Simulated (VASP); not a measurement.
# Mg (Im-3m) in VASP: notebook

The runs below take Mg through single point, with PBE.

Everything below comes from runs of VASP 6.6.1. Logs are shortened: lines on timing, memory, paths and dates and some standing lists are left out, and cuts for length are marked.

## Step 1: The cell of the first run

The structure is cubic, space group Im-3m (No. 229). The conventional cell has a = 3.579 Å, b = 3.579 Å, c = 3.579 Å, α = 90.00°, β = 90.00°, γ = 90.00°. Mg (site symmetry m-3m) has 14 Mg at 3.10 to 3.58 Å within 4.1 Å.

## Step 2: Single point, PBE

INCAR

```
  PREC = Accurate
  ENCUT = 520
  EDIFF = 1E-7
  ISMEAR = -1
  SIGMA = 0.1
  LREAL = F
  LASPH = T
  NELM = 60
  ALGO = Normal
  ISIF = 2
  LWAVE = F
  LCHARG = F
  GGA = PE
  NBANDS = 7
```

KPOINTS

```
regular mesh
0
Gamma
  14 14 14
```

POSCAR

```
Mg
1.0
   -1.7896438141      1.7896438141      1.7896438141
    1.7896438141     -1.7896438141      1.7896438141
    1.7896438141      1.7896438141     -1.7896438141
Mg
1
Direct
    0.0000000000      0.0000000000      0.0000000000
```

Potentials or basis: VASP PAW PBE potentials, release 64 (Mg).

Command:

```console
> cat potpaw_PBE.64/Mg/POTCAR > POTCAR
> mpirun -np 1 vasp_std > vasp.out
```

OUTCAR:

```text
PREC = Accurate
   ENCUT = 520
   EDIFF = 1E-7
   ISMEAR = -1
   LREAL = F
   LASPH = T
   NELM = 60
   ISIF = 2
   GGA = PE

 ion  position               nearest neighbor table
   1  0.000  0.000  0.000-

  LATTYP: Found a body centered cubic cell.
 ALAT       =     3.5792876282

  Lattice vectors:

 A1 = (  -1.7896438141,   1.7896438141,   1.7896438141)
 A2 = (   1.7896438141,  -1.7896438141,   1.7896438141)
 A3 = (   1.7896438141,   1.7896438141,  -1.7896438141)

Analysis of symmetry for initial positions (statically):
=====================================================================
 Subroutine PRICEL returns:
 Original cell was already a primitive cell.

 Routine SETGRP: Setting up the symmetry group for a
 body centered cubic supercell.

 Subroutine GETGRP returns: Found 48 space group operations
 (whereof 48 operations were pure point group operations)
 out of a pool of 48 trial point group operations.

The static configuration has the point symmetry O_h .

Analysis of symmetry for dynamics (positions and initial velocities):
=====================================================================
 Subroutine PRICEL returns:
 Original cell was already a primitive cell.

 Routine SETGRP: Setting up the symmetry group for a
 body centered cubic supercell.

 Subroutine GETGRP returns: Found 48 space group operations
 (whereof 48 operations were pure point group operations)
 out of a pool of 48 trial point group operations.

The dynamic configuration has the point symmetry O_h .

 Subroutine INISYM returns: Found 48 space group operations
 (whereof 48 operations are pure point group operations),
 and found     1 'primitive' translations

----------------------------------------------------------------------------------------

                                     Primitive cell

  volume of cell :      22.9277

  direct lattice vectors                    reciprocal lattice vectors
    -1.789643814  1.789643814  1.789643814     0.000000000  0.279385203  0.279385203
     1.789643814 -1.789643814  1.789643814     0.279385203  0.000000000  0.279385203
     1.789643814  1.789643814 -1.789643814     0.279385203  0.279385203  0.000000000

  length of vectors
     3.099754013  3.099754013  3.099754013     0.395110343  0.395110343  0.395110343

  position of ions in fractional coordinates (direct lattice)
     0.000000000  0.000000000  0.000000000

  ion indices of the primitive-cell ions
   primitive index   ion index
                 1           1

----------------------------------------------------------------------------------------

 KPOINTS: regular mesh

Automatic generation of k-mesh.
 Grid dimensions read from file:
 generate k-points for:   14   14   14

 Generating k-lattice:

  Cartesian coordinates                     Fractional coordinates (reciprocal lattice)
     0.000000000  0.019956086  0.019956086     0.071428571  0.000000000  0.000000000
     0.019956086  0.000000000  0.019956086     0.000000000  0.071428571  0.000000000
     0.019956086  0.019956086  0.000000000     0.000000000  0.000000000  0.071428571

  Length of vectors
     0.028222167  0.028222167  0.028222167

  Shift w.r.t. Gamma in fractional coordinates (k-lattice)
     0.000000000  0.000000000  0.000000000

 Subroutine IBZKPT returns following result:
 ===========================================

 Found    104 irreducible k-points:

 Following reciprocal coordinates:
            Coordinates               Weight
  0.000000  0.000000  0.000000      1.000000
  0.071429  0.000000  0.000000     12.000000
  0.142857  0.000000  0.000000     12.000000
  0.214286  0.000000  0.000000     12.000000
  0.285714  0.000000  0.000000     12.000000
  0.357143  0.000000  0.000000     12.000000
[... 16 lines left out ...]
  0.285714  0.285714  0.000000     24.000000
  0.357143  0.285714  0.000000     24.000000
 [... further k-points ...]
   k-points           NKPTS =    104   k-points in BZ     NKDIM =    104   number of bands    NBANDS=      7
   number of dos      NEDOS =    301   number of ions     NIONS =      1
   total plane-waves  NPLWV =  13824
   dimension x,y,z NGX =    24 NGY =   24 NGZ =   24
   dimension x,y,z NGXF=    48 NGYF=   48 NGZF=   48
   ions per type =               1
   NGX,Y,Z   is equivalent  to a cutoff of  12.87, 12.87, 12.87 a.u.
   NGXF,Y,Z  is equivalent  to a cutoff of  25.74, 25.74, 25.74 a.u.
 SYSTEM =  unknown system
   PREC   = accura    normal or accurate (medium, high low for compatibility)
   ISTART =      0    job   : 0-new  1-cont  2-samecut
   ICHARG =      2    charge: 1-file 2-atom 10-const
   ISPIN  =      1    spin polarized calculation?
   LNONCOLLINEAR =      F non collinear calculations
   LSORBIT =      F    spin-orbit coupling
   LASPH  =      T    aspherical Exc in radial PAW
   ENCUT  =  520.0 eV  38.22 Ry    6.18 a.u.   5.76  5.76  5.76*2*pi/ulx,y,z
   NELM   =     60;   NELMIN=  2; NELMDL= -5     # of ELM steps
   EDIFF  = 0.1E-06   stopping-criterion for ELM
   LREAL  =      F    real-space projection
   EDIFFG = 0.1E-05   stopping-criterion for IOM
   NSW    =      0    number of steps for IOM
   IBRION =     -1    ionic relax: 0-MD 1-quasi-New 2-CG
   NFREE  =      0    steps in history (QN), initial steepest desc. (CG)
   ISIF   =      2    stress and relaxation
   ISYM   =      2    0-nonsym 1-usesym 2-fastsym
   POTIM  = 0.5000    time-step for ionic-motion
   TEBEG  =    0.0;   TEEND  =   0.0 temperature during run
   PSTRESS=    0.0 pullay stress
   NELECT =       2.0000    total number of electrons
   NUPDOWN=      -1.0000    fix difference up-down
   EMIN   =  10.00;   EMAX   =-10.00  energy-range for DOS
   EFERMI =   0.00;   METHOD = LEGACY
   ISMEAR =    -1;   SIGMA  =   0.10  broadening in eV -4-tet -1-fermi 0-gaus
   EFERMI_NEDOS =   21; number of points for ismear=-14 and -15
   IALGO  =     38    algorithm
   IMIX   =      4    mixing-type and parameters
     AMIX     =   0.40;   BMIX     =  1.00
     AMIX_MAG =   1.60;   BMIX_MAG =  1.00
  volume/ion in A,a.u.               =      22.93       154.72
  Fermi-wavevector in a.u.,A,eV,Ry     =   0.726047  1.372030  7.172238  0.527145
  Thomas-Fermi vector in A             =   1.816922
   LORBIT       =      0    0 simple, 1 ext, 2 COOP (PROOUT), +10 PAW based schemes
   GGA     = PE    functional components
   LHFCALC =     F    Hartree Fock is set to
   AEXX    =    0.0000 exact exchange contribution
   IVDW    =     0    specifies the selected vdW correction
   LEPSILON=     F    determine dielectric tensor
   LRPA    =     F    only Hartree local field effects (RPA)
 non-spin polarized calculation
  energy-cutoff  :      520.00
  volume of cell :       22.93
 maximum number of plane-waves:       632
   NGX = 11   NGY = 11   NGZ = 11

 number of electron       2.0000000 magnetization

 Free energy of the ion-electron system (eV)
  ---------------------------------------------------
  ext. energy  EPLUGINS =         0.00000000
  ---------------------------------------------------
  free energy    TOTEN  =        -1.48531415 eV

  energy without entropy =       -1.47202407  energy(sigma->0) =       -1.47866911

 E-fermi :   2.6893     XC(G=0):  -8.4985

 val. band max:        2.6466527757   @ k =   0.3571   0.1429   0.1429
 cond. band min:       2.7468114053   @ k =   0.3571   0.2143   0.0714
 fundamental gap:      0.1001586296
 Fermi energy:         2.6893403441

 k-point     1 :       0.0000    0.0000    0.0000
  band No.  band energies     occupation
      1      -4.2934      2.00000
      2      15.6814      0.00000
      3      15.6814      0.00000
      4      15.6814      0.00000
      5      17.6986      0.00000
      6      17.6986      0.00000
      7      17.7842      0.00000

 k-point     2 :       0.0714    0.0000    0.0000
  band No.  band energies     occupation
      1      -4.1732      2.00000
      2      14.3029      0.00000
      3      15.0923      0.00000
      4      15.1183      0.00000
      5      16.5877      0.00000
      6      16.8644      0.00000
      7      17.9871      0.00000

 k-point     3 :       0.1429    0.0000    0.0000
  band No.  band energies     occupation
      1      -3.8135      2.00000
      2      11.8682      0.00000
      3      14.0596      0.00000
      4      14.2280      0.00000
      5      15.4663      0.00000
      6      16.2697      0.00000
      7      18.3513      0.00000

 k-point     4 :       0.2143    0.0000    0.0000
  band No.  band energies     occupation
      1      -3.2169      2.00000
      2       9.4440      0.00000
      3      13.0959      0.00000
      4      13.4356      0.00000
      5      14.5306      0.00000
      6      15.6398      0.00000
      7      18.9648      0.00000

 k-point     5 :       0.2857    0.0000    0.0000
  band No.  band energies     occupation
      1      -2.3880      2.00000
      2       7.1700      0.00000
      3      12.3146      0.00000
      4      12.8068      0.00000
      5      13.8000      0.00000
      6      15.0441      0.00000
      7      19.6570      0.00000
[... 161 lines left out ...]
 k-point    22 :       0.3571    0.2143    0.0000
  band No.  band energies     occupation
      1       1.3901      2.00000
      2       3.0753      0.04130
      3       6.2888      0.00000
      4      11.0076      0.00000
      5      15.6059      0.00000
      6      18.4319      0.00000
      7      19.4257      0.00000

 k-point    23 :       0.2857    0.2857    0.0000
  band No.  band energies     occupation
      1       1.2923      2.00000
      2       4.1369      0.00000
      3       5.0123      0.00000
      4      10.9042      0.00000
      5      16.5958      0.00000
      6      17.4021      0.00000
      7      19.7859      0.00000

 k-point    24 :       0.3571    0.2857    0.0000
  band No.  band energies     occupation
      1       2.4855      1.76954
      2       3.0045      0.08209
      3       4.6349      0.00000
      4      10.7992      0.00000
      5      16.7784      0.00000
      6      18.0167      0.00000
      7      18.8483      0.00000

 [... further k-points ...]
[... 5 lines left out ...]
  --------------------------------------------------------------------------------------
  -------------------------------------------------------------------------------------
  Total       -0.0150428     -0.0150428     -0.0150428      0.0000000      0.0000000      0.0000000
  in kB       -1.0511870     -1.0511870     -1.0511870      0.0000000      0.0000000      0.0000000
  external PRESSURE =      -1.0511870 kB  Pullay stress =       0.0000000 kB

 VOLUME and BASIS-vectors are now :
 -----------------------------------------------------------------------------
  energy-cutoff  :      520.00
  volume of cell :       22.93
      direct lattice vectors                 reciprocal lattice vectors
    -1.789643814  1.789643814  1.789643814     0.000000000  0.279385203  0.279385203
     1.789643814 -1.789643814  1.789643814     0.279385203  0.000000000  0.279385203
     1.789643814  1.789643814 -1.789643814     0.279385203  0.279385203  0.000000000

 POSITION                                       TOTAL-FORCE (eV/Angst)
 -----------------------------------------------------------------------------------
      0.00000      0.00000      0.00000        -0.000000      0.000000     -0.000000
 -----------------------------------------------------------------------------------
    total drift:                                0.000000     -0.000000      0.000000

  FREE ENERGIE OF THE ION-ELECTRON SYSTEM (eV)
  ---------------------------------------------------
  free  energy   TOTEN  =        -1.4853141523 eV

  energy  without entropy=       -1.4720240728  energy(sigma->0) =       -1.47866911
```

Wall time 7.3 s (1 thread of Intel Xeon 6975P-C, shared host); peak memory 0.14 GiB.

What came out:

| Item | Value |
| --- | --- |
| Free energy | -1.4853 eV |
| Pressure | -0.1 GPa |
| Band gap on the k mesh | zero (band 1 reaches 6.51 eV, above the bottom of band 2 at 1.74 eV) |

## Step 3: Single point, PBE (volume scaled by 1.04)

INCAR

```
PREC     = Accurate       # precision mode
ENCUT    = 520            # plane-wave cutoff, eV
EDIFF    = 1E-6           # SCF threshold, eV
ISMEAR   = -1             # smearing method
SIGMA    = 0.1            # smearing width, eV
LREAL    = False          # projectors in reciprocal space
LASPH    = True           # aspherical terms in the spheres
NELM     = 100            # most SCF steps
ALGO     = Normal         # electronic algorithm
ISIF     = 2              # what is computed and relaxed
LWAVE    = False          # write WAVECAR
LCHARG   = False          # write CHGCAR
GGA      = PE             # functional
NBANDS   = 7              # bands
```

KPOINTS

```
Automatic mesh
0
Gamma
  14 14 14
```

POSCAR

```
Mg
1.0
   -1.8131944597      1.8131944597      1.8131944597
    1.8131944597     -1.8131944597      1.8131944597
    1.8131944597      1.8131944597     -1.8131944597
Mg
1
Direct
    0.0000000000      0.0000000000      0.0000000000
```

Potentials or basis: VASP PAW PBE potentials, release 64 (Mg).

Command:

```console
> cat potpaw_PBE.64/Mg/POTCAR > POTCAR
> mpirun -np 1 vasp_std > vasp.out
```

Run time: 5.9 s. Hardware: 1 thread of Intel Xeon 6975P-C, shared host; peak memory 0.14 GiB.

The run converged. Its results:

| Item | Value |
| --- | --- |
| Free energy | -1.4809 eV |
| Pressure | -1.4 GPa |
| Band gap on the k mesh | zero (band 1 reaches 6.20 eV, above the bottom of band 2 at 1.53 eV) |

Levels at points of the mesh, in eV from the Fermi level:
```csv
k point,band 1,band 2,band 3,band 4
"(0.00, 0.00, 0.00)",-6.81,12.74,12.74,12.74
"(0.50, 0.00, 0.00)",-1.46,-0.95,8.47,9.01
"(0.50, 0.50, 0.50)",3.72,3.72,3.72,3.97
```

## Step 4: Single point, PBE (volume scaled by 1.08)

INCAR

```
SYSTEM = Mg
PREC     = Accurate       ! precision mode
ENCUT    = 520            ! plane-wave cutoff, eV
EDIFF    = 1E-6           ! SCF threshold, eV
ISMEAR   = -1             ! smearing method
SIGMA    = 0.1            ! smearing width, eV
LREAL    = .FALSE.        ! projectors in reciprocal space
LASPH    = .TRUE.         ! aspherical terms in the spheres
NELM     = 100            ! most SCF steps
ALGO     = Normal         ! electronic algorithm
ISIF     = 2              ! what is computed and relaxed
LWAVE    = .FALSE.        ! write WAVECAR
LCHARG   = .FALSE.        ! write CHGCAR
GGA      = PE             ! functional
NBANDS   = 7              ! bands
```

KPOINTS

```
Automatic mesh
0
G
  14 14 14
  0 0 0
```

POSCAR

```
Mg
1.0
   -1.8361487251      1.8361487251      1.8361487251
    1.8361487251     -1.8361487251      1.8361487251
    1.8361487251      1.8361487251     -1.8361487251
Mg
1
Direct
    0.0000000000      0.0000000000      0.0000000000
```

Command:

```console
> cat potpaw_PBE.64/Mg/POTCAR > POTCAR
> mpirun -np 1 vasp_std > vasp.out
```

Wall time 6.5 s (1 thread of Intel Xeon 6975P-C, shared host); peak memory 0.14 GiB.

Results (log left out):

```
Free energy            : -1.4700 eV
Pressure               : -2.4 GPa
Band gap on the k mesh : zero (band 1 reaches 5.91 eV, above the bottom of band 2 at 1.34 eV)
```

Levels at points of the mesh, in eV from the Fermi level:
```
           k point  band 1  band 2  band 3  band 4  band 5  band 6
(0.00, 0.00, 0.00)   -6.64   12.50   12.50   12.50   14.10   14.10
(0.50, 0.00, 0.00)   -1.39   -0.95    8.34    8.74    9.69   10.85
(0.50, 0.50, 0.50)    3.62    3.62    3.62    3.96    3.96    6.70
```

## Step 5: Single point, PBE (volume scaled by 1.12)

INCAR

```
SYSTEM = Mg
ALGO = Normal ; EDIFF = 1E-6
ENCUT = 520 ; GGA = PE
ISIF = 2 ; ISMEAR = -1
LASPH = .True. ; LCHARG = .False.
LREAL = .False. ; LWAVE = .False.
NBANDS = 7 ; NELM = 100
PREC = Accurate ; SIGMA = 0.1
```

KPOINTS

```
k-points
0
Gamma
  14 14 14
  0 0 0
```

POSCAR

```
Mg
1.0
   -1.8585429898      1.8585429898      1.8585429898
    1.8585429898     -1.8585429898      1.8585429898
    1.8585429898      1.8585429898     -1.8585429898
Mg
1
Direct
    0.0000000000      0.0000000000      0.0000000000
```

Command:

```console
> cat potpaw_PBE.64/Mg/POTCAR > POTCAR
> mpirun -np 1 vasp_std > vasp.out
```

Run time: 6.2 s. Hardware: 1 thread of Intel Xeon 6975P-C, shared host; peak memory 0.14 GiB.

Results (log left out):

| Quantity | Value |
| --- | --- |
| Free energy | -1.4536 eV |
| Pressure | -3.3 GPa |
| Band gap on the k mesh | zero (band 1 reaches 5.63 eV, above the bottom of band 2 at 1.15 eV) |

Levels at points of the mesh, in eV from the Fermi level:
```csv
k point,band 1,band 2,band 3,band 4,band 5,band 6
"(0.00, 0.00, 0.00)",-6.49,12.27,12.27,12.27,13.66,13.66
"(0.50, 0.00, 0.00)",-1.34,-0.95,8.22,8.48,9.46,10.57
"(0.50, 0.50, 0.50)",3.53,3.53,3.53,3.95,3.95,6.35
```

## Step 6: The runs side by side

| cell | gap on the mesh (eV) | pressure (GPa) |
| --- | --- | --- |
| a = 3.100 Å, angles 109.5°, 1 atom | none | -0.1 |
| a = 3.141 Å, angles 109.5°, 1 atom | none | -1.4 |
| a = 3.180 Å, angles 109.5°, 1 atom | none | -2.4 |
| a = 3.219 Å, angles 109.5°, 1 atom | none | -3.3 |

Alike in all rows: task single point; level PBE; potentials or basis VASP PAW PBE potentials, release 64 (Mg); no spin polarisation; k mesh 14 × 14 × 14; cutoff (eV) 520; smearing fermi-dirac 0.1 eV.

Absolute energies hang on the potentials; compare differences alone.
